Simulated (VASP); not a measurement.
# PbF2 (Pnma) in VASP: notebook

The runs below take PbF2 through electric field gradients, with PBE, r2SCAN.

Everything below comes from runs of VASP 6.6.1. Logs are shortened: lines on timing, memory, paths and dates and some standing lists are left out, and cuts for length are marked.

### 1 The cell of the first run

It takes space group Pnma (No. 62, orthorhombic). Conventional cell: a = 6.408 Å, b = 3.880 Å, c = 7.664 Å, α = 90.00°, β = 90.00°, γ = 90.00°. Pb (site symmetry m) has 9 F at 2.43 to 3.05 Å within 3.2 Å. F (site symmetry m) has 5 Pb at 2.43 to 3.05 Å and 7 F at 2.96 to 3.09 Å within 3.2 Å. Within 3.2 Å of F (site symmetry m) lie 4 Pb at 2.45 to 2.61 Å and 7 F at 2.83 to 3.09 Å.

### 2 Electric field gradients, PBE

The input, INCAR:

```
SYSTEM = PbF2
PREC = Accurate
ENCUT = 520
EDIFF = 1E-8
ISMEAR = -1
SIGMA = 0.02
LREAL = .FALSE.
LASPH = .TRUE.
NELM = 100
ALGO = Normal
ISIF = 2
LWAVE = .FALSE.
LCHARG = .FALSE.
GGA = PE
LEFG = .TRUE.
NBANDS = 68
```

The input, KPOINTS:

```
regular mesh
0
G
  4 6 3
  0 0 0
```

The input, POSCAR:

```
PbF2
1.0
    6.4081039300      0.0000000000      0.0000000000
    0.0000000000      3.8796427700      0.0000000000
    0.0000000000      0.0000000000      7.6637946300
Pb F
4 8
Direct
    0.2550794700      0.2500000000      0.8940555400
    0.7449205300      0.7500000000      0.1059444600
    0.7550794700      0.2500000000      0.6059444600
    0.2449205300      0.7500000000      0.3940555400
    0.4740967600      0.2500000000      0.1534794100
    0.5259032400      0.7500000000      0.8465205900
    0.9740967600      0.2500000000      0.3465205900
    0.0259032400      0.7500000000      0.6534794100
    0.6407953000      0.7500000000      0.4348646200
    0.3592047000      0.2500000000      0.5651353800
    0.1407953000      0.7500000000      0.0651353800
    0.8592047000      0.2500000000      0.9348646200
```

Potentials or basis: VASP PAW PBE potentials, release 64 (Pb_d, F).

Launch:

```sh
cat potpaw_PBE.64/Pb_d/POTCAR potpaw_PBE.64/F/POTCAR > POTCAR
mpirun -np 1 vasp_std > vasp.out
```

OUTCAR:

```text
SYSTEM = PbF2
   PREC = Accurate
   ENCUT = 520
   EDIFF = 1E-8
   ISMEAR = -1
   LREAL = .FALSE.
   LASPH = .TRUE.
   NELM = 100
   ISIF = 2
   GGA = PE

 ion  position               nearest neighbor table
   1  0.255  0.250  0.894-   5 2.43  11 2.45  11 2.45  12 2.56  10 2.61   6 2.63   6 2.63   3 3.89
                             3 3.89   2 4.03   2 4.03   2 4.13   2 4.13
   2  0.745  0.750  0.106-   6 2.43  12 2.45  12 2.45  11 2.56   9 2.61   5 2.63   5 2.63   4 3.89
                             4 3.89   1 4.03   1 4.03   1 4.13   1 4.13
   3  0.755  0.250  0.606-   7 2.43   9 2.45   9 2.45  10 2.56  12 2.61   8 2.63   8 2.63   1 3.89
                             1 3.89   4 4.03   4 4.03   4 4.13   4 4.13
   4  0.245  0.750  0.394-   8 2.43  10 2.45  10 2.45   9 2.56  11 2.61   7 2.63   7 2.63   2 3.89
                             2 3.89   3 4.03   3 4.03   3 4.13   3 4.13
   5  0.474  0.250  0.153-   1 2.43   2 2.63   2 2.63
   6  0.526  0.750  0.847-   2 2.43   1 2.63   1 2.63
   7  0.974  0.250  0.347-   3 2.43   4 2.63   4 2.63
   8  0.026  0.750  0.653-   4 2.43   3 2.63   3 2.63
   9  0.641  0.750  0.435-   3 2.45   3 2.45   4 2.56   2 2.61
  10  0.359  0.250  0.565-   4 2.45   4 2.45   3 2.56   1 2.61
  11  0.141  0.750  0.065-   1 2.45   1 2.45   2 2.56   4 2.61
  12  0.859  0.250  0.935-   2 2.45   2 2.45   1 2.56   3 2.61

  LATTYP: Found a simple orthorhombic cell.
 ALAT       =     3.8796427700
 B/A-ratio  =     1.6517252515
 C/A-ratio  =     1.9753866746

  Lattice vectors:

 A1 = (   0.0000000000,  -3.8796427700,   0.0000000000)
 A2 = (   6.4081039300,   0.0000000000,   0.0000000000)
 A3 = (   0.0000000000,   0.0000000000,   7.6637946300)

Analysis of symmetry for initial positions (statically):
=====================================================================
 Subroutine PRICEL returns:
 Original cell was already a primitive cell.

 Routine SETGRP: Setting up the symmetry group for a
 simple orthorhombic supercell.

 Subroutine GETGRP returns: Found  8 space group operations
 (whereof  2 operations were pure point group operations)
 out of a pool of  8 trial point group operations.

The static configuration has the point symmetry S_2 .
 The point group associated with its full space group is D_2h.

Analysis of symmetry for dynamics (positions and initial velocities):
=====================================================================
 Subroutine PRICEL returns:
 Original cell was already a primitive cell.

 Routine SETGRP: Setting up the symmetry group for a
 simple orthorhombic supercell.

 Subroutine GETGRP returns: Found  8 space group operations
 (whereof  2 operations were pure point group operations)
 out of a pool of  8 trial point group operations.

The dynamic configuration has the point symmetry S_2 .
 The point group associated with its full space group is D_2h.

 Subroutine INISYM returns: Found  8 space group operations
 (whereof  2 operations are pure point group operations),
 and found     1 'primitive' translations

----------------------------------------------------------------------------------------

                                     Primitive cell

  volume of cell :     190.5308

  direct lattice vectors                    reciprocal lattice vectors
     6.408103930  0.000000000  0.000000000     0.156052400  0.000000000  0.000000000
     0.000000000  3.879642770  0.000000000     0.000000000  0.257755690  0.000000000
     0.000000000  0.000000000  7.663794630     0.000000000  0.000000000  0.130483664

  length of vectors
     6.408103930  3.879642770  7.663794630     0.156052400  0.257755690  0.130483664

  position of ions in fractional coordinates (direct lattice)
     0.255079470  0.250000000  0.894055540
     0.744920530  0.750000000  0.105944460
     0.755079470  0.250000000  0.605944460
     0.244920530  0.750000000  0.394055540
     0.474096760  0.250000000  0.153479410
     0.525903240  0.750000000  0.846520590
     0.974096760  0.250000000  0.346520590
     0.025903240  0.750000000  0.653479410
     0.640795300  0.750000000  0.434864620
     0.359204700  0.250000000  0.565135380
     0.140795300  0.750000000  0.065135380
     0.859204700  0.250000000  0.934864620

  ion indices of the primitive-cell ions
   primitive index   ion index
                 1           1
                 2           2
                 3           3
                 4           4
                 5           5
                 6           6
                 7           7
                 8           8
                 9           9
                10          10
                11          11
                12          12

----------------------------------------------------------------------------------------

[... 69 lines left out ...]
   LREAL  =      F    real-space projection
   EDIFFG = 0.1E-06   stopping-criterion for IOM
   NSW    =      0    number of steps for IOM
   IBRION =     -1    ionic relax: 0-MD 1-quasi-New 2-CG
   NFREE  =      0    steps in history (QN), initial steepest desc. (CG)
   ISIF   =      2    stress and relaxation
   ISYM   =      2    0-nonsym 1-usesym 2-fastsym
   POTIM  = 0.5000    time-step for ionic-motion
   TEBEG  =    0.0;   TEEND  =   0.0 temperature during run
   PSTRESS=    0.0 pullay stress
   NELECT =     112.0000    total number of electrons
   NUPDOWN=      -1.0000    fix difference up-down
   EMIN   =  10.00;   EMAX   =-10.00  energy-range for DOS
   EFERMI =   0.00;   METHOD = LEGACY
   ISMEAR =    -1;   SIGMA  =   0.02  broadening in eV -4-tet -1-fermi 0-gaus
   EFERMI_NEDOS =   21; number of points for ismear=-14 and -15
   IALGO  =     38    algorithm
   IMIX   =      4    mixing-type and parameters
     AMIX     =   0.40;   BMIX     =  1.00
     AMIX_MAG =   1.60;   BMIX_MAG =  1.00
  volume/ion in A,a.u.               =      15.88       107.15
  Fermi-wavevector in a.u.,A,eV,Ry     =   1.371384  2.591540 25.588402  1.880694
  Thomas-Fermi vector in A             =   2.497086
   LORBIT       =      0    0 simple, 1 ext, 2 COOP (PROOUT), +10 PAW based schemes
   GGA     = PE    functional components
   LHFCALC =     F    Hartree Fock is set to
   AEXX    =    0.0000 exact exchange contribution
   IVDW    =     0    specifies the selected vdW correction
   LEPSILON=     F    determine dielectric tensor
   LRPA    =     F    only Hartree local field effects (RPA)
 non-spin polarized calculation
  energy-cutoff  :      520.00
  volume of cell :      190.53
 maximum number of plane-waves:      5162
 NGX is ok and might be reduce to    48
   NGX = 23   NGY = 15   NGZ = 29

 number of electron     112.0000055 magnetization

 Free energy of the ion-electron system (eV)
  ---------------------------------------------------
  ext. energy  EPLUGINS =         0.00000000
  ---------------------------------------------------
  free energy    TOTEN  =       -57.00035058 eV

  energy without entropy =      -57.00035058  energy(sigma->0) =      -57.00035058

 E-fermi :   3.2619     XC(G=0): -10.0351

 val. band max:        2.7587571557   @ k =   0.0000   0.3333   0.0000
 cond. band min:       7.0698022072   @ k =   0.0000   0.0000   0.0000
 fundamental gap:      4.3110450515
 Fermi energy:         3.2619052406

 k-point     1 :       0.0000    0.0000    0.0000
  band No.  band energies     occupation
      1     -18.6973      2.00000
      2     -18.5759      2.00000
      3     -18.3383      2.00000
      4     -18.3250      2.00000
      5     -18.0466      2.00000
      6     -18.0139      2.00000
[... 1693 lines left out ...]
     67      10.5231      0.00000
     68      10.5231      0.00000

------------------------ aborting loop because EDIFF is reached ----------------------------------------

  FORCE on cell =-STRESS in cart. coord.  units (eV):
  Direction    XX          YY          ZZ          XY          YZ          ZX
  --------------------------------------------------------------------------------------
  -------------------------------------------------------------------------------------
  Total        4.1301476      4.0350222      3.9861435      0.0000000      0.0000000      0.0000000
  in kB       34.7304982     33.9305868     33.5195647      0.0000000      0.0000000      0.0000000
  external PRESSURE =      34.0602166 kB  Pullay stress =       0.0000000 kB

 VOLUME and BASIS-vectors are now :
 -----------------------------------------------------------------------------
  energy-cutoff  :      520.00
  volume of cell :      190.53
      direct lattice vectors                 reciprocal lattice vectors
     6.408103930  0.000000000  0.000000000     0.156052400  0.000000000  0.000000000
     0.000000000  3.879642770  0.000000000     0.000000000  0.257755690  0.000000000
     0.000000000  0.000000000  7.663794630     0.000000000  0.000000000  0.130483664

 POSITION                                       TOTAL-FORCE (eV/Angst)
 -----------------------------------------------------------------------------------
      1.63458      0.96991      6.85186         0.019937      0.000000     -0.067538
      4.77353      2.90973      0.81194        -0.019937     -0.000000      0.067538
      4.83863      0.96991      4.64383         0.019937     -0.000000      0.067538
      1.56948      2.90973      3.01996        -0.019937      0.000000     -0.067538
      3.03806      0.96991      1.17623        -0.000197      0.000000      0.075729
      3.37004      2.90973      6.48756         0.000197     -0.000000     -0.075729
      6.24211      0.96991      2.65566        -0.000197      0.000000     -0.075729
      0.16599      2.90973      5.00813         0.000197     -0.000000      0.075729
      4.10628      2.90973      3.33271        -0.005524     -0.000000     -0.048859
      2.30182      0.96991      4.33108         0.005524      0.000000      0.048859
      0.90223      2.90973      0.49918        -0.005524      0.000000      0.048859
      5.50587      0.96991      7.16461         0.005524     -0.000000     -0.048859
 -----------------------------------------------------------------------------------
    total drift:                                0.000000      0.000000      0.000000

  FREE ENERGIE OF THE ION-ELECTRON SYSTEM (eV)
  ---------------------------------------------------
  free  energy   TOTEN  =       -57.0003505762 eV

  energy  without entropy=      -57.0003505762  energy(sigma->0) =      -57.00035058

 Electric field gradients (V/A^2)
---------------------------------------------------------------------
 ion       V_xx      V_yy      V_zz      V_xy      V_xz      V_yz
---------------------------------------------------------------------
   1      24.407     7.052   -31.459     0.000    -6.236     0.000
   2      24.407     7.052   -31.459    -0.000    -6.236    -0.000
   3      24.407     7.052   -31.459    -0.000     6.236     0.000
   4      24.407     7.052   -31.459     0.000     6.236     0.000
   5       3.864    -0.895    -2.969     0.000    11.096     0.000
   6       3.864    -0.895    -2.969     0.000    11.096    -0.000
   7       3.864    -0.895    -2.969    -0.000   -11.096    -0.000
   8       3.864    -0.895    -2.969     0.000   -11.096    -0.000
   9      -9.530     6.122     3.408     0.000    16.183     0.000
  10      -9.530     6.122     3.408     0.000    16.183    -0.000
  11      -9.530     6.122     3.408    -0.000   -16.183     0.000
  12      -9.530     6.122     3.408     0.000   -16.183     0.000
---------------------------------------------------------------------

 Electric field gradients after diagonalization (V/A^2)
 (convention: |V_zz| > |V_xx| > |V_yy|)
----------------------------------------------------------------------
 ion       V_xx      V_yy      V_zz     asymmetry (V_yy - V_xx)/ V_zz
----------------------------------------------------------------------
   1      25.094     7.052   -32.147       0.561
   2      25.094     7.052   -32.147       0.561
   3      25.094     7.052   -32.147       0.561
   4      25.094     7.052   -32.147       0.561
   5     -11.163    -0.895    12.058       0.852
   6     -11.163    -0.895    12.058       0.852
   7     -11.163    -0.895    12.058       0.852
   8     -11.163    -0.895    12.058       0.852
   9      14.367     6.122   -20.489       0.402
  10      14.367     6.122   -20.489       0.402
  11      14.367     6.122   -20.489       0.402
  12      14.367     6.122   -20.489       0.402
----------------------------------------------------------------------

           NMR quadrupolar parameters

 Cq : quadrupolar parameter    Cq=e*Q*V_zz/h
 eta: asymmetry parameters     (V_yy - V_xx)/ V_zz
 Q  : nuclear electric quadrupole moment in mb (millibarn)
----------------------------------------------------------------------
 ion       Cq(MHz)       eta       Q (mb)
----------------------------------------------------------------------
   1      -0.078       0.561       1.000
   2      -0.078       0.561       1.000
   3      -0.078       0.561       1.000
   4      -0.078       0.561       1.000
   5       0.029       0.852       1.000
   6       0.029       0.852       1.000
   7       0.029       0.852       1.000
   8       0.029       0.852       1.000
   9      -0.050       0.402       1.000
  10      -0.050       0.402       1.000
  11      -0.050       0.402       1.000
  12      -0.050       0.402       1.000
----------------------------------------------------------------------
```

It took 4.7 min on 1 thread of Intel Xeon 6975P-C (Granite Rapids), shared host; peak memory 0.39 GiB.

What came out:

- Free energy: -57.0004 eV
- Pressure: 3.4 GPa
- Largest force: 0.076 eV/Å
- Band gap on the k mesh: 4.31 eV, indirect (least direct gap 4.56 eV)

Forces in eV/Å, atoms in the order of the input:
```
Pb   0.020  0.000 -0.068
Pb  -0.020  0.000  0.068
Pb   0.020  0.000  0.068
Pb  -0.020  0.000 -0.068
F    0.000  0.000  0.076
F    0.000  0.000 -0.076
F    0.000  0.000 -0.076
F    0.000  0.000  0.076
F   -0.006  0.000 -0.049
F    0.006  0.000  0.049
F   -0.006  0.000  0.049
F    0.006  0.000 -0.049
```

Stress tensor (GPa, compression positive):
```
3.47 0.00 0.00
0.00 3.39 0.00
0.00 0.00 3.35
```

Levels at points of the mesh, in eV from the valence-band top:
```
           k point  band 54  band 55  band 56  band 57  band 58  band 59
(0.00, 0.00, 0.00)    -0.39    -0.29    -0.24     4.31     4.90     5.68
(0.50, 0.00, 0.00)    -0.96    -0.27    -0.27     4.41     4.41     5.45
(0.00, 0.50, 0.00)    -0.70    -0.13    -0.13     4.89     4.89     5.62
(0.50, 0.50, 0.00)    -0.50    -0.50    -0.50     4.93     4.93     4.93
```

Electric field gradients, principal values (V/Å²):
```csv
atom,least,middle,greatest (by size)
1 Pb,7.052,25.094,-32.147
2 Pb,7.052,25.094,-32.147
3 Pb,7.052,25.094,-32.147
4 Pb,7.052,25.094,-32.147
5 F,-0.895,-11.163,12.058
6 F,-0.895,-11.163,12.058
7 F,-0.895,-11.163,12.058
8 F,-0.895,-11.163,12.058
9 F,6.122,14.367,-20.489
10 F,6.122,14.367,-20.489
11 F,6.122,14.367,-20.489
12 F,6.122,14.367,-20.489
```

Caveat: without QUAD_EFG the Cq values of the log hold for a quadrupole moment of 1 mb, not for the nuclei; spin-orbit coupling is left out, which moves the levels of the heavy elements. A k mesh can miss the band edges.

(Continued in part 2 of 2.)
